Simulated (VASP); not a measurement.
# Ni (Fm-3m) in VASP: a series of runs

The runs below take Ni through single point, with LDA.

Everything below comes from runs of VASP 6.6.1. Logs are shortened: lines on timing, memory, paths and dates and some standing lists are left out, and cuts for length are marked.

## Step 1: The cell of the first run

Symmetry: Fm-3m, No. 225, cubic system. The conventional cell has a = 3.205 Å, b = 3.205 Å, c = 3.205 Å, α = 90.00°, β = 90.00°, γ = 90.00°. Within 3.0 Å of Ni (site symmetry m-3m) lie 12 Ni at 2.27 Å.

## Step 2: Single point, LDA, collinear spin, ferromagnetic start

File INCAR:

```
ALGO = Normal ; EDIFF = 1E-7
ENCUT = 520 ; ISIF = 2
ISMEAR = 0 ; ISPIN = 2
LASPH = T ; LCHARG = F
LMAXMIX = 4 ; LORBIT = 11
LREAL = F ; LWAVE = F
MAGMOM = 1 ; NBANDS = 15
NELM = 150 ; NUPDOWN = 1.0
PREC = Accurate ; SIGMA = 0.15
```

File KPOINTS:

```
k-points
0
Gamma
  24 24 24
```

File POSCAR:

```
Ni
1.0
    0.0000000000      1.6024052366      1.6024052366
    1.6024052366      0.0000000000      1.6024052366
    1.6024052366      1.6024052366      0.0000000000
Ni
1
Direct
    0.0000000000      0.0000000000      0.0000000000
```

Potentials or basis: VASP PAW LDA potentials, release 64 (Ni).

Command:

```bash
$ cat potpaw_LDA.64/Ni/POTCAR > POTCAR
$ mpirun -np 1 vasp_std > vasp.out
```

OUTCAR:

```text
EDIFF = 1E-7
   ENCUT = 520
   ISIF = 2
   ISMEAR = 0
   ISPIN = 2
   LASPH = T
   LORBIT = 11
   LREAL = F
   NELM = 150
   NUPDOWN = 1.0
   PREC = Accurate

 ion  position               nearest neighbor table
   1  0.000  0.000  0.000-

  LATTYP: Found a face centered cubic cell.
 ALAT       =     3.2048104732

  Lattice vectors:

 A1 = (   0.0000000000,   1.6024052366,   1.6024052366)
 A2 = (   1.6024052366,   0.0000000000,   1.6024052366)
 A3 = (   1.6024052366,   1.6024052366,   0.0000000000)

Analysis of symmetry for initial positions (statically):
=====================================================================
 Subroutine PRICEL returns:
 Original cell was already a primitive cell.

 Routine SETGRP: Setting up the symmetry group for a
 face centered cubic supercell.

 Subroutine GETGRP returns: Found 48 space group operations
 (whereof 48 operations were pure point group operations)
 out of a pool of 48 trial point group operations.

The static configuration has the point symmetry O_h .

Analysis of symmetry for dynamics (positions and initial velocities):
=====================================================================
 Subroutine PRICEL returns:
 Original cell was already a primitive cell.

 Routine SETGRP: Setting up the symmetry group for a
 face centered cubic supercell.

 Subroutine GETGRP returns: Found 48 space group operations
 (whereof 48 operations were pure point group operations)
 out of a pool of 48 trial point group operations.

The dynamic configuration has the point symmetry O_h .

Analysis of structural, dynamic, and magnetic symmetry:
=====================================================================
 Subroutine PRICEL returns:
 Original cell was already a primitive cell.

 Routine SETGRP: Setting up the symmetry group for a
 face centered cubic supercell.

 Subroutine GETGRP returns: Found 48 space group operations
 (whereof 48 operations were pure point group operations)
 out of a pool of 48 trial point group operations.

The overall configuration has the point symmetry O_h .

 Subroutine INISYM returns: Found 48 space group operations
 (whereof 48 operations are pure point group operations),
 and found     1 'primitive' translations

----------------------------------------------------------------------------------------

                                     Primitive cell

  volume of cell :       8.2290

  direct lattice vectors                    reciprocal lattice vectors
     0.000000000  1.602405237  1.602405237    -0.312030932  0.312030932  0.312030932
     1.602405237  0.000000000  1.602405237     0.312030932 -0.312030932  0.312030932
     1.602405237  1.602405237  0.000000000     0.312030932  0.312030932 -0.312030932

  length of vectors
     2.266143218  2.266143218  2.266143218     0.540453428  0.540453428  0.540453428

  position of ions in fractional coordinates (direct lattice)
     0.000000000  0.000000000  0.000000000

  ion indices of the primitive-cell ions
   primitive index   ion index
                 1           1

----------------------------------------------------------------------------------------

 KPOINTS: k-points

Automatic generation of k-mesh.
 Grid dimensions read from file:
 generate k-points for:   24   24   24

 Generating k-lattice:

  Cartesian coordinates                     Fractional coordinates (reciprocal lattice)
    -0.013001289  0.013001289  0.013001289     0.041666667  0.000000000  0.000000000
     0.013001289 -0.013001289  0.013001289     0.000000000  0.041666667  0.000000000
     0.013001289  0.013001289 -0.013001289     0.000000000  0.000000000  0.041666667

  Length of vectors
     0.022518893  0.022518893  0.022518893

  Shift w.r.t. Gamma in fractional coordinates (k-lattice)
     0.000000000  0.000000000  0.000000000

 Subroutine IBZKPT returns following result:
 ===========================================

 Found    413 irreducible k-points:

 Following reciprocal coordinates:
            Coordinates               Weight
  0.000000  0.000000  0.000000      1.000000
  0.041667  0.000000  0.000000      8.000000
  0.083333  0.000000  0.000000      8.000000
  0.125000  0.000000  0.000000      8.000000
  0.166667  0.000000  0.000000      8.000000
  0.208333  0.000000  0.000000      8.000000
[... 16 lines left out ...]
  0.416667  0.041667  0.000000     24.000000
  0.458333  0.041667  0.000000     24.000000
 [... further k-points ...]
   k-points           NKPTS =    413   k-points in BZ     NKDIM =    413   number of bands    NBANDS=     15
   number of dos      NEDOS =    301   number of ions     NIONS =      1
   total plane-waves  NPLWV =   5832
   dimension x,y,z NGX =    18 NGY =   18 NGZ =   18
   dimension x,y,z NGXF=    36 NGYF=   36 NGZF=   36
   ions per type =               1
   NGX,Y,Z   is equivalent  to a cutoff of  13.20, 13.20, 13.20 a.u.
   NGXF,Y,Z  is equivalent  to a cutoff of  26.41, 26.41, 26.41 a.u.
 SYSTEM =  unknown system
   PREC   = accura    normal or accurate (medium, high low for compatibility)
   ISTART =      0    job   : 0-new  1-cont  2-samecut
   ICHARG =      2    charge: 1-file 2-atom 10-const
   ISPIN  =      2    spin polarized calculation?
   LNONCOLLINEAR =      F non collinear calculations
   LSORBIT =      F    spin-orbit coupling
   LASPH  =      T    aspherical Exc in radial PAW
   ENCUT  =  520.0 eV  38.22 Ry    6.18 a.u.   4.21  4.21  4.21*2*pi/ulx,y,z
   NELM   =    150;   NELMIN=  2; NELMDL= -5     # of ELM steps
   EDIFF  = 0.1E-06   stopping-criterion for ELM
   LREAL  =      F    real-space projection
   EDIFFG = 0.1E-05   stopping-criterion for IOM
   NSW    =      0    number of steps for IOM
   IBRION =     -1    ionic relax: 0-MD 1-quasi-New 2-CG
   NFREE  =      0    steps in history (QN), initial steepest desc. (CG)
   ISIF   =      2    stress and relaxation
   ISYM   =      2    0-nonsym 1-usesym 2-fastsym
   POTIM  = 0.5000    time-step for ionic-motion
   TEBEG  =    0.0;   TEEND  =   0.0 temperature during run
   PSTRESS=    0.0 pullay stress
   NELECT =      10.0000    total number of electrons
   NUPDOWN=       1.0000    fix difference up-down
   EMIN   =  10.00;   EMAX   =-10.00  energy-range for DOS
   EFERMI =   0.00;   METHOD = LEGACY
   ISMEAR =     0;   SIGMA  =   0.15  broadening in eV -4-tet -1-fermi 0-gaus
   EFERMI_NEDOS =   21; number of points for ismear=-14 and -15
   IALGO  =     38    algorithm
   IMIX   =      4    mixing-type and parameters
     AMIX     =   0.40;   BMIX     =  1.00
     AMIX_MAG =   1.60;   BMIX_MAG =  1.00
  volume/ion in A,a.u.               =       8.23        55.53
  Fermi-wavevector in a.u.,A,eV,Ry     =   1.746998  3.301348 41.525022  3.052003
  Thomas-Fermi vector in A             =   2.818384
   LORBIT       =     11    0 simple, 1 ext, 2 COOP (PROOUT), +10 PAW based schemes
   GGA     = CA    functional components
   LHFCALC =     F    Hartree Fock is set to
   AEXX    =    0.0000 exact exchange contribution
   IVDW    =     0    specifies the selected vdW correction
   LEPSILON=     F    determine dielectric tensor
   LRPA    =     F    only Hartree local field effects (RPA)
 spin polarized calculation
 Gauss-broadening in eV      SIGMA  =   0.15
  energy-cutoff  :      520.00
  volume of cell :        8.23
 maximum number of plane-waves:       230
 NGX is ok and might be reduce to    18
   NGX =  9   NGY =  9   NGZ =  9

 number of electron      10.0000004 magnetization       1.0000001

 Free energy of the ion-electron system (eV)
  ---------------------------------------------------
  ext. energy  EPLUGINS =         0.00000000
  ---------------------------------------------------
  free energy    TOTEN  =        -6.01416322 eV

  energy without entropy =       -6.00360709  energy(sigma->0) =       -6.00888516

 E-fermi :  13.4961     XC(G=0): -15.3652

 val. band max:       15.2622817397   @ k =  -0.2083   0.2917   0.1250
 cond. band min:      13.4968395535   @ k =   0.5000   0.3333   0.1250
 fundamental gap:     -1.7654421862
 Fermi energy:        15.2686493910

 spin component 1

 k-point     1 :       0.0000    0.0000    0.0000
  band No.  band energies     occupation
      1       2.5140      1.00000
      2      10.1313      1.00000
      3      10.1313      1.00000
      4      10.1313      1.00000
      5      11.8303      1.00000
      6      11.8303      1.00000
      7      39.6359      0.00000
      8      45.6946      0.00000
      9      45.6946      0.00000
     10      45.6946      0.00000
     11      50.1343      0.00000
     12      50.1343      0.00000
     13      50.1343      0.00000
     14      52.1741      0.00000
     15      57.4968      0.00000
[... 397 lines left out ...]
 k-point    24 :       0.4583    0.0417    0.0000
  band No.  band energies     occupation
      1       6.8724      1.00000
      2      10.0677      1.00000
      3      10.1615      1.00000
      4      11.8129      1.00000
      5      12.8692      1.00000
      6      13.3328      1.00000
      7      22.3169      0.00000
      8      37.9657      0.00000
      9      42.2383      0.00000
     10      43.1416      0.00000
     11      46.9150      0.00000
     12      47.6013      0.00000
     13      54.1828      0.00000
     14      58.8022      0.00000
     15      65.8059      0.00000

 [... further k-points ...]

 spin component 2

 k-point     1 :       0.0000    0.0000    0.0000
  band No.  band energies     occupation
      1       2.7334      1.00000
      2      11.0800      1.00000
      3      11.0800      1.00000
      4      11.0800      1.00000
      5      12.7629      1.00000
      6      12.7629      1.00000
      7      39.7887      0.00000
      8      45.9075      0.00000
      9      45.9075      0.00000
     10      45.9075      0.00000
     11      50.5356      0.00000
     12      50.5356      0.00000
     13      50.5356      0.00000
     14      52.3609      0.00000
     15      59.6855      0.00000
[... 397 lines left out ...]
 k-point    24 :       0.4583    0.0417    0.0000
  band No.  band energies     occupation
      1       7.4927      1.00000
      2      10.9426      1.00000
      3      11.0493      1.00000
      4      12.3034      1.00000
      5      13.9010      0.00007
      6      14.1600      0.00000
      7      22.9522      0.00000
      8      38.1283      0.00000
      9      42.5691      0.00000
     10      43.4620      0.00000
     11      47.2601      0.00000
     12      47.9379      0.00000
     13      54.9486      0.00000
     14      60.5577      0.00000
     15      66.1879      0.00000

 [... further k-points ...]

------------------------ aborting loop because EDIFF is reached ----------------------------------------

  FORCE on cell =-STRESS in cart. coord.  units (eV):
  Direction    XX          YY          ZZ          XY          YZ          ZX
  --------------------------------------------------------------------------------------
  -------------------------------------------------------------------------------------
  Total        4.5545764      4.5545764      4.5545764     -0.0000000     -0.0000000      0.0000000
  in kB      886.7710515    886.7710515    886.7710515     -0.0000000     -0.0000000      0.0000000
  external PRESSURE =     886.7710515 kB  Pullay stress =       0.0000000 kB

 VOLUME and BASIS-vectors are now :
 -----------------------------------------------------------------------------
  energy-cutoff  :      520.00
  volume of cell :        8.23
      direct lattice vectors                 reciprocal lattice vectors
     0.000000000  1.602405237  1.602405237    -0.312030932  0.312030932  0.312030932
     1.602405237  0.000000000  1.602405237     0.312030932 -0.312030932  0.312030932
     1.602405237  1.602405237  0.000000000     0.312030932  0.312030932 -0.312030932

 POSITION                                       TOTAL-FORCE (eV/Angst)
 -----------------------------------------------------------------------------------
      0.00000      0.00000      0.00000         0.000000      0.000000      0.000000
 -----------------------------------------------------------------------------------
    total drift:                                0.000000     -0.000000     -0.000000

  FREE ENERGIE OF THE ION-ELECTRON SYSTEM (eV)
  ---------------------------------------------------
  free  energy   TOTEN  =        -6.0141632216 eV

  energy  without entropy=       -6.0036070921  energy(sigma->0) =       -6.00888516

 total charge

# of ion       s       p       d       tot
------------------------------------------
    1        0.657   0.845   8.471   9.973

 magnetization (x)

# of ion       s       p       d       tot
------------------------------------------
    1        0.014   0.033   0.935   0.982
```

It took 1.8 min on 1 thread of Intel Xeon Platinum 8259CL at 2.50GHz (Skylake/Cascade Lake), shared host; peak memory 0.18 GiB.

Results:

```
Free energy                                           : -6.0142 eV
Pressure                                              : 88.7 GPa
Net moment                                            : 1.00 μB per cell
Site moments                                          : Ni +0.98 μB
Valence electrons inside the program's atomic spheres : Ni 9.97
```

Caveat: the total moment is fixed, so each spin has its own Fermi level.

## Step 3: Single point, LDA, collinear spin, ferromagnetic start

File INCAR:

```
SYSTEM = Ni
PREC = Accurate
ENCUT = 520
EDIFF = 1E-6
ISMEAR = 0
SIGMA = 0.15
LREAL = .FALSE.
LASPH = .TRUE.
NELM = 150
ALGO = Fast
ISIF = 2
LWAVE = .FALSE.
LCHARG = .FALSE.
ISPIN = 2
MAGMOM = 0.125
LORBIT = 11
NUPDOWN = 0.125
LMAXMIX = 4
NBANDS = 15
```

File KPOINTS:

```
regular mesh
0
G
  24 24 24
  0 0 0
```

POSCAR is that of step 2.

Potentials or basis: VASP PAW LDA potentials, release 64 (Ni).

Command:

```bash
$ cat potpaw_LDA.64/Ni/POTCAR > POTCAR
$ mpirun -np 1 vasp_std > vasp.out
```

OUTCAR:

```text
SYSTEM = Ni
   PREC = Accurate
   ENCUT = 520
   EDIFF = 1E-6
   ISMEAR = 0
   LREAL = .FALSE.
   LASPH = .TRUE.
   NELM = 150
   ISIF = 2
   ISPIN = 2
   LORBIT = 11
   NUPDOWN = 0.125

 ion  position               nearest neighbor table
   1  0.000  0.000  0.000-

  LATTYP: Found a face centered cubic cell.
 ALAT       =     3.2048104732

  Lattice vectors:

 A1 = (   0.0000000000,   1.6024052366,   1.6024052366)
 A2 = (   1.6024052366,   0.0000000000,   1.6024052366)
 A3 = (   1.6024052366,   1.6024052366,   0.0000000000)

Analysis of symmetry for initial positions (statically):
=====================================================================
 Subroutine PRICEL returns:
 Original cell was already a primitive cell.

 Routine SETGRP: Setting up the symmetry group for a
 face centered cubic supercell.

 Subroutine GETGRP returns: Found 48 space group operations
 (whereof 48 operations were pure point group operations)
 out of a pool of 48 trial point group operations.

The static configuration has the point symmetry O_h .

Analysis of symmetry for dynamics (positions and initial velocities):
=====================================================================
 Subroutine PRICEL returns:
[... 625 lines left out ...]
      8      45.7905      0.00000
      9      45.7905      0.00000
     10      45.7905      0.00000
     11      50.3840      0.00000
     12      50.3840      0.00000
     13      50.3840      0.00000
     14      52.2609      0.00000
[... 403 lines left out ...]
      4      12.1399      1.00000
      5      13.6189      0.45182
      6      13.9100      0.00208
      7      22.7465      0.00000
      8      38.0217      0.00000
      9      42.4324      0.00000
     10      43.3280      0.00000
     11      47.1204      0.00000
     12      47.8004      0.00000
     13      54.7555      0.00000
     14      60.1235      0.00000
     15      66.0352      0.00000

 [... further k-points ...]
[... 5 lines left out ...]
  --------------------------------------------------------------------------------------
  -------------------------------------------------------------------------------------
  Total        4.0826684      4.0826684      4.0826684     -0.0000000     -0.0000000      0.0000000
  in kB      794.8910943    794.8910943    794.8910943     -0.0000000     -0.0000000      0.0000000
  external PRESSURE =     794.8910943 kB  Pullay stress =       0.0000000 kB

 VOLUME and BASIS-vectors are now :
 -----------------------------------------------------------------------------
  energy-cutoff  :      520.00
  volume of cell :        8.23
      direct lattice vectors                 reciprocal lattice vectors
     0.000000000  1.602405237  1.602405237    -0.312030932  0.312030932  0.312030932
     1.602405237  0.000000000  1.602405237     0.312030932 -0.312030932  0.312030932
     1.602405237  1.602405237  0.000000000     0.312030932  0.312030932 -0.312030932

 POSITION                                       TOTAL-FORCE (eV/Angst)
 -----------------------------------------------------------------------------------
      0.00000      0.00000      0.00000        -0.000000     -0.000000      0.000000
 -----------------------------------------------------------------------------------
    total drift:                                0.000000     -0.000000     -0.000000

  FREE ENERGIE OF THE ION-ELECTRON SYSTEM (eV)
  ---------------------------------------------------
  free  energy   TOTEN  =        -6.2006258269 eV

  energy  without entropy=       -6.1716975363  energy(sigma->0) =       -6.18616168

 total charge

# of ion       s       p       d       tot
------------------------------------------
    1        0.640   0.801   8.535   9.977

 magnetization (x)

# of ion       s       p       d       tot
------------------------------------------
    1       -0.001  -0.005   0.128   0.122
```

OSZICAR:

```text
N       E                     dE             d eps       ncg     rms          rms(c)
DAV:   1     0.314800012126E+02    0.31480E+02   -0.41213E+03 27125   0.921E+02
DAV:   2    -0.602682966833E+01   -0.37507E+02   -0.34998E+02 27839   0.170E+02
DAV:   3    -0.725099308531E+01   -0.12242E+01   -0.12112E+01 30709   0.299E+01
DAV:   4    -0.725537248352E+01   -0.43794E-02   -0.43789E-02 30583   0.174E+00
DAV:   5    -0.725539037008E+01   -0.17887E-04   -0.17888E-04 31343   0.106E-01    0.144E+01
RMM:   6    -0.636560712377E+01    0.88978E+00   -0.90346E-01 33580   0.102E+01    0.534E+00
RMM:   7    -0.624118503015E+01    0.12442E+00   -0.69670E-02 33752   0.267E+00    0.349E+00
RMM:   8    -0.620242350507E+01    0.38762E-01   -0.31808E-03 34725   0.415E-01    0.592E-01
RMM:   9    -0.620089357713E+01    0.15299E-02   -0.55447E-04 35240   0.251E-01    0.189E-01
RMM:  10    -0.620062861384E+01    0.26496E-03   -0.15797E-04 33928   0.135E-01    0.347E-02
RMM:  11    -0.620062452522E+01    0.40886E-05   -0.43429E-05 35347   0.708E-02    0.956E-03
RMM:  12    -0.620062580296E+01   -0.12777E-05   -0.62716E-06 33046   0.200E-02    0.314E-03
RMM:  13    -0.620062582694E+01   -0.23973E-07   -0.78662E-07 23983   0.721E-03
   1 F= -.62006258E+01 E0= -.61861617E+01  d E =-.289283E-01  mag=     0.1250
```

It took 1.8 min on 1 thread of Intel Xeon Platinum 8259CL at 2.50GHz (Skylake/Cascade Lake), shared host; peak memory 0.18 GiB.

What came out:

* Free energy: -6.2006 eV
* Pressure: 79.5 GPa
* Net moment: 0.12 μB per cell
* Site moments: Ni +0.12 μB
* Valence electrons inside the program's atomic spheres: Ni 9.98

Caveat: the total moment is fixed, so each spin has its own Fermi level.

[end of part 1 of 2]
